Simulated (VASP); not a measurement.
Crystal: SiO2.

```
Si O
1.0
    -4.47204    4.47204    2.61177
     4.47204   -4.47204    2.61177
     4.47204    4.47204   -2.61177
Si O
4 8
Direct
  0.82311 0.82311 0.64622
  0.17689 0.82311 0.00000
  0.82311 0.17689 0.00000
  0.17689 0.17689 0.35378
  0.00000 0.79145 0.79145
  0.20855 0.00000 0.20855
  0.79145 0.00000 0.79145
  0.00000 0.20855 0.20855
  0.00000 0.00000 0.50000
  0.50000 0.00000 0.00000
  0.00000 0.50000 0.00000
  0.50000 0.50000 0.50000
```

| Quantity | Value |
| --- | --- |
| Program | VASP 6.6.1 |
| Task | relaxation of cell and atoms |
| Functional | RPBE |
| Dispersion | D3(BJ) |
| Potentials or basis | VASP PAW PBE potentials, release 64 (Si, O) |
| Cutoff | 600 eV |
| k mesh | 6 × 6 × 6 |
| Occupations | fermi-dirac, width 0.05 eV |
| Spin | no spin polarisation |

At the start: pressure 2.1 GPa; volume 17.41 Å³/atom.

Question: How do energy, volume and symmetry change on relaxing?

Answer: Over 10 steps the energy falls by 2.1 meV/atom and the volume is 17.62 Å³/atom (+1.2 %); space group I4/mmm (No. 139, to 0.1 Å) before and after.

Step by step:
```csv
step,energy change (eV),largest force (eV/Å),pressure (GPa),volume (Å³)
1,0.0000,0.2411,2.07,208.93
2,0.0131,0.2439,-2.64,215.80
3,-0.0220,0.1018,-0.08,211.93
4,-0.0233,0.0906,-0.12,211.86
5,-0.0233,0.0894,-0.12,211.86
6,-0.0241,0.0437,-0.07,211.70
7,-0.0247,0.0215,0.01,211.47
8,-0.0247,0.0288,0.02,211.45
9,-0.0249,0.0233,0.01,211.44
10,-0.0251,0.0071,-0.01,211.43
```

Final structure:
```
Si O
1.0
    -4.48342    4.48342    2.62958
     4.48342   -4.48342    2.62958
     4.48342    4.48342   -2.62958
Si O
4 8
Direct
  0.82303 0.82303 0.64607
  0.17697 0.82303 0.00000
  0.82303 0.17697 0.00000
  0.17697 0.17697 0.35393
  0.00000 0.78937 0.78937
  0.21063 0.00000 0.21063
  0.78937 0.00000 0.78937
  0.00000 0.21063 0.21063
  0.00000 0.00000 0.50000
  0.50000 0.00000 0.00000
  0.00000 0.50000 0.00000
  0.50000 0.50000 0.50000
```

Caveat: the PAW data sets were made with another functional, which shifts forces and pressure a little.
